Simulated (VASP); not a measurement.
# NiSb (P6_3/mmc) in VASP: settings compared

The runs below take NiSb through single point, with revPBE+D4, revPBE.

All numbers are computed with VASP 6.6.1; they aren't measurements. Logs are shortened: lines on timing, memory, paths and dates and some standing lists are left out, and cuts for length are marked.

## (1) The cell of the first run

Symmetry: P6_3/mmc, No. 194, hexagonal system. Conventional cell: a = 3.955 Å, b = 3.955 Å, c = 5.189 Å, α = 90.00°, β = 90.00°, γ = 120.00°. Within 3.4 Å of Ni (site symmetry -3m) lie 2 Ni at 2.59 Å and 6 Sb at 2.63 Å. Within 3.5 Å of Sb (site symmetry -6m2) lie 6 Ni at 2.63 Å and 6 Sb at 3.46 Å.

## (2) Single point, revPBE+D4, collinear spin (17.57 Å³/atom)

File INCAR:

```
SYSTEM = NiSb
PREC = Accurate ; ENCUT = 520
EDIFF = 1E-6 ; ISMEAR = 0
SIGMA = 0.05 ; LREAL = .FALSE.
LASPH = .TRUE. ; NELM = 150
ALGO = Normal ; ISIF = 2
LWAVE = .FALSE. ; LCHARG = .FALSE.
ISPIN = 2 ; MAGMOM = 0.05 0.05 0 0
LORBIT = 11 ; LMAXMIX = 4
GGA = RE ; IVDW = 13
NBANDS = 27
```

File KPOINTS:

```
regular mesh
0
G
  8 8 6
  0 0 0
```

File POSCAR:

```
NiSb
1.0
    3.9550182067      0.0000000000      0.0000000000
   -1.9775091033      3.4251462394      0.0000000000
    0.0000000000      0.0000000000      5.1891872148
Ni Sb
2 2
Direct
    0.0000000000      0.0000000000      0.0000000000
    0.0000000000      0.0000000000      0.5000000000
    0.3333333333      0.6666666667      0.2500000000
    0.6666666667      0.3333333333      0.7500000000
```

Potentials or basis: VASP PAW PBE potentials, release 64 (Ni, Sb).

Command:

```sh
$ cat potpaw_PBE.64/Ni/POTCAR potpaw_PBE.64/Sb/POTCAR > POTCAR
$ mpirun -np 1 vasp_std > vasp.out
```

OUTCAR:

```text
SYSTEM = NiSb
   PREC = Accurate
   ENCUT = 520
   EDIFF = 1E-6
   ISMEAR = 0
   LREAL = .FALSE.
   LASPH = .TRUE.
   NELM = 150
   ISIF = 2
   ISPIN = 2
   LORBIT = 11
   GGA = RE
   IVDW = 13

 ion  position               nearest neighbor table
   1  0.000  0.000  0.000-   2 2.59   2 2.59   4 2.63   3 2.63   3 2.63   4 2.63   4 2.63   3 2.63

   2  0.000  0.000  0.500-   1 2.59   1 2.59   4 2.63   3 2.63   3 2.63   4 2.63   4 2.63   3 2.63

   3  0.333  0.667  0.250-   1 2.63   2 2.63   1 2.63   2 2.63   1 2.63   2 2.63   4 3.46   4 3.46
                             4 3.46   4 3.46   4 3.46   4 3.46
   4  0.667  0.333  0.750-   1 2.63   2 2.63   1 2.63   2 2.63   1 2.63   2 2.63   3 3.46   3 3.46
                             3 3.46   3 3.46   3 3.46   3 3.46

  LATTYP: Found a hexagonal cell.
 ALAT       =     3.9550182067
 C/A-ratio  =     1.3120514100

  Lattice vectors:

 A1 = (   3.9550182067,   0.0000000000,   0.0000000000)
 A2 = (  -1.9775091033,   3.4251462394,   0.0000000000)
 A3 = (   0.0000000000,   0.0000000000,   5.1891872148)

Analysis of symmetry for initial positions (statically):
=====================================================================
 Subroutine PRICEL returns:
 Original cell was already a primitive cell.

 Routine SETGRP: Setting up the symmetry group for a
 hexagonal supercell.

 Subroutine GETGRP returns: Found 24 space group operations
 (whereof 12 operations were pure point group operations)
 out of a pool of 24 trial point group operations.

The static configuration has the point symmetry D_3d.
 The point group associated with its full space group is D_6h.

Analysis of symmetry for dynamics (positions and initial velocities):
=====================================================================
 Subroutine PRICEL returns:
 Original cell was already a primitive cell.

 Routine SETGRP: Setting up the symmetry group for a
 hexagonal supercell.

 Subroutine GETGRP returns: Found 24 space group operations
 (whereof 12 operations were pure point group operations)
 out of a pool of 24 trial point group operations.

The dynamic configuration has the point symmetry D_3d.
 The point group associated with its full space group is D_6h.

Analysis of structural, dynamic, and magnetic symmetry:
=====================================================================
 Subroutine PRICEL returns:
 Original cell was already a primitive cell.

 Routine SETGRP: Setting up the symmetry group for a
 hexagonal supercell.

 Subroutine GETGRP returns: Found 24 space group operations
 (whereof 12 operations were pure point group operations)
 out of a pool of 24 trial point group operations.

[... 137 lines left out ...]
 Gauss-broadening in eV      SIGMA  =   0.05
  energy-cutoff  :      520.00
  volume of cell :       70.30
 maximum number of plane-waves:      1940
 NGX is ok and might be reduce to    30
   NGX = 15   NGY = 15   NGZ = 19

 number of electron      30.0000016 magnetization       0.0001954

 number of electron      30.0000016 magnetization      -0.0000125

 Free energy of the ion-electron system (eV)
  ---------------------------------------------------
  ext. energy  EPLUGINS =         0.00000000
  ---------------------------------------------------
  free energy    TOTEN  =       -18.79596710 eV

  energy without entropy =      -18.79392870  energy(sigma->0) =      -18.79494790

 E-fermi :   9.7941     XC(G=0): -11.3467

 val. band max:        9.7631110666   @ k =   0.1250   0.0000   0.0000
 cond. band min:       9.8167271951   @ k =   0.3750   0.2500   0.0000
 fundamental gap:      0.0536161285
 Fermi energy:         9.7940906428

 spin component 1

 k-point     1 :       0.0000    0.0000    0.0000
  band No.  band energies     occupation
      1      -3.0149      1.00000
      2       1.3396      1.00000
      3       3.6337      1.00000
      4       5.9737      1.00000
      5       5.9737      1.00000
      6       6.7364      1.00000
[... 709 lines left out ...]
     26      20.6712      0.00000
     27      21.3089      0.00000

 [... further k-points ...]

 spin component 2

 k-point     1 :       0.0000    0.0000    0.0000
  band No.  band energies     occupation
      1      -3.0149      1.00000
      2       1.3396      1.00000
      3       3.6337      1.00000
      4       5.9737      1.00000
      5       5.9737      1.00000
      6       6.7365      1.00000
[... 709 lines left out ...]
     26      20.6712      0.00000
     27      21.3089      0.00000

 [... further k-points ...]

------------------------ aborting loop because EDIFF is reached ----------------------------------------

  DFT-D4 for vdW energy calculation

  Edisp (eV):   -3.54623

  FORCE on cell =-STRESS in cart. coord.  units (eV):
  Direction    XX          YY          ZZ          XY          YZ          ZX
  --------------------------------------------------------------------------------------
  -------------------------------------------------------------------------------------
  Total      -1.92916    -1.92916    -1.81744    -0.00000     0.00000    -0.00000
  in kB     -43.96953   -43.96953   -41.42328    -0.00000     0.00000    -0.00000
  external pressure =      -43.12 kB  Pullay stress =        0.00 kB

 VOLUME and BASIS-vectors are now :
 -----------------------------------------------------------------------------
  energy-cutoff  :      520.00
  volume of cell :       70.30
      direct lattice vectors                 reciprocal lattice vectors
     3.955018207  0.000000000  0.000000000     0.252843337  0.145979168  0.000000000
    -1.977509103  3.425146239  0.000000000     0.000000000  0.291958337  0.000000000
     0.000000000  0.000000000  5.189187215     0.000000000  0.000000000  0.192708407

 POSITION                                       TOTAL-FORCE (eV/Angst)
 -----------------------------------------------------------------------------------
      0.00000      0.00000      0.00000        -0.000000     -0.000000      0.000000
      0.00000      0.00000      2.59459        -0.000000     -0.000000      0.000000
     -0.00000      2.28343      1.29730         0.000000      0.000000      0.000000
      1.97751      1.14172      3.89189         0.000000     -0.000000     -0.000000
 -----------------------------------------------------------------------------------
    total drift:                                0.000000     -0.000000     -0.000000

  FREE ENERGIE OF THE ION-ELECTRON SYSTEM (eV)
  ---------------------------------------------------
  free  energy   TOTEN  =       -22.3421958021 eV

  energy  without entropy=      -22.3401574011  energy(sigma->0) =      -22.34117660

 total charge

# of ion       s       p       d       tot
------------------------------------------
    1        0.438   0.459   8.450   9.347
    2        0.438   0.459   8.450   9.347
    3        1.132   1.204   0.071   2.408
    4        1.132   1.204   0.071   2.408
--------------------------------------------------
tot          3.140   3.326  17.044  23.510

 magnetization (x)

# of ion       s       p       d       tot
------------------------------------------
    1       -0.000   0.000   0.000   0.000
    2       -0.000   0.000   0.000   0.000
    3       -0.000  -0.000  -0.000  -0.000
    4       -0.000  -0.000  -0.000  -0.000
--------------------------------------------------
tot         -0.000  -0.000   0.000   0.000
```

Run time: 2 min. Hardware: 1 thread of AMD EPYC 7R43 (Zen 3), shared host; peak memory 0.25 GiB.

Results:

* Free energy: -22.3422 eV
* Pressure: -4.3 GPa
* Band gap on the k mesh: zero (filled and empty bands overlap)
* Net moment: 0.00 μB per cell
* Valence electrons inside the program's atomic spheres: Ni 9.35; Sb 2.41
* Dispersion energy per atom: -0.887 eV

Caveat: the cell stands under tension; the PAW data sets were made with another functional, which shifts forces and pressure a little; spin-orbit coupling is left out, which moves the levels of the heavy elements.

## (3) Single point, revPBE, collinear spin (17.63 Å³/atom)

This run uses another cell than the first one, of 17.63 Å³/atom.

File INCAR:

```
PREC     = Accurate       # precision mode
ENCUT    = 520            # plane-wave cutoff, eV
EDIFF    = 1E-6           # SCF threshold, eV
ISMEAR   = 0              # smearing method
SIGMA    = 0.05           # smearing width, eV
LREAL    = False          # projectors in reciprocal space
LASPH    = True           # aspherical terms in the spheres
NELM     = 150            # most SCF steps
ALGO     = Normal         # electronic algorithm
ISIF     = 2              # what is computed and relaxed
LWAVE    = False          # write WAVECAR
LCHARG   = False          # write CHGCAR
ISPIN    = 2              # spin polarisation
MAGMOM   = 0.05 0.05 0 0  # initial moments
LORBIT   = 11             # projections on sites
LMAXMIX  = 4              # l up to which the mixer works
GGA      = RE             # functional
NBANDS   = 27             # bands
```

File KPOINTS:

```
regular mesh
0
Gamma
  8 8 6
```

File POSCAR:

```
NiSb
1.0
    3.9722116099      0.0000000000      0.0000000000
   -1.9861058049      3.4400361634      0.0000000000
    0.0000000000      0.0000000000      5.1620659460
Ni Sb
2 2
Direct
    0.0000000000      0.0000000000      0.0000000000
    0.0000000000      0.0000000000      0.5000000000
    0.3333333333      0.6666666667      0.2500000000
    0.6666666667      0.3333333333      0.7500000000
```

Potentials or basis: VASP PAW PBE potentials, release 64 (Ni, Sb).

Command:

```sh
$ cat potpaw_PBE.64/Ni/POTCAR potpaw_PBE.64/Sb/POTCAR > POTCAR
$ mpirun -np 1 vasp_std > vasp.out
```

Wall time 2.1 min (1 thread of AMD EPYC 7R43 (Zen 3), shared host); peak memory 0.24 GiB.

The run converged. Its results:

```
Free energy                                           : -18.8007 eV
Pressure                                              : 2.1 GPa
Band gap on the k mesh                                : zero (filled and empty bands overlap)
Net moment                                            : 0.00 μB per cell
Valence electrons inside the program's atomic spheres : Ni 9.34; Sb 2.40
```

Stress tensor (GPa, compression positive):
```
2.03 0.00 0.00
0.00 2.03 0.00
0.00 0.00 2.16
```

Levels at points of the mesh, in eV from the Fermi level:
Spin up:
```csv
k point,band 12,band 13,band 14,band 15,band 16,band 17,band 18,band 19
"(0.00, 0.00, 0.00)",-1.28,-0.03,0.53,0.53,2.36,2.36,3.06,3.88
"(0.50, 0.00, 0.00)",-1.79,-1.54,-1.34,-1.27,-0.41,1.10,3.38,3.83
"(0.00, 0.00, 0.50)",-2.02,0.17,0.17,1.98,1.98,1.98,1.98,5.07
"(0.50, 0.00, 0.50)",-1.85,-1.75,-1.75,0.17,0.17,1.58,1.58,5.10
```
Spin down:
```csv
k point,band 11,band 12,band 13,band 14,band 15,band 16,band 17,band 18,band 19,band 20
"(0.00, 0.00, 0.00)",-1.28,-1.28,-0.03,0.53,0.53,2.36,2.36,3.06,3.88,5.07
"(0.50, 0.00, 0.00)",-2.02,-1.79,-1.54,-1.34,-1.27,-0.41,1.10,3.38,3.83,5.27
"(0.00, 0.00, 0.50)",-2.02,-2.02,0.17,0.17,1.98,1.98,1.98,1.98,5.07,5.07
"(0.50, 0.00, 0.50)",-1.85,-1.85,-1.75,-1.75,0.17,0.17,1.58,1.58,5.10,5.10
```

Caveat: the PAW data sets were made with another functional, which shifts forces and pressure a little; spin-orbit coupling is left out, which moves the levels of the heavy elements.

The gap in the log of VASP goes by the Fermi energy; the results here count the filled bands.